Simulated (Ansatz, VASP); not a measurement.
## Two plane-wave programs on Mo

```xyz
1
Lattice="-1.6264 1.4505 1.4770 1.6631 -1.5883 1.6514 1.6387 1.6006 -1.6148" Properties=species:S:1:pos:R:3 pbc="T T T"
Mo    0.0000    0.0000    0.0000
```

Change from the starting cell: cell sheared at random, sigma 0.03, atoms nudged by 0.01 Å; relaxed back.

Alike in both runs: functional PBE; k mesh 16 × 16 × 16; occupations gaussian, width 0.15 eV; no spin polarisation.

Ansatz relaxed the structure, and its values are those at the end. VASP's run is a single point on that final structure, the one shown.

```csv
,VASP,Ansatz
version,VASP 6.6.1,Ansatz 0.2.0
potentials or method,"VASP PAW PBE potentials, release 64 (Mo_sv), cutoff 520 eV","scalar-relativistic, plane waves, PAW"
valence electrons in the cell,14,14
```

|  | VASP | Ansatz | Ansatz less VASP |
| --- | --- | --- | --- |
| gap on the k mesh at the Fermi level (eV) | none | none | - |
| pressure (GPa) | 3.2 | 2.7 | -0.52 |

A gap of «none» marks a metal or a gap that the smearing closes. Ansatz's warnings: stress scf threshold loose.
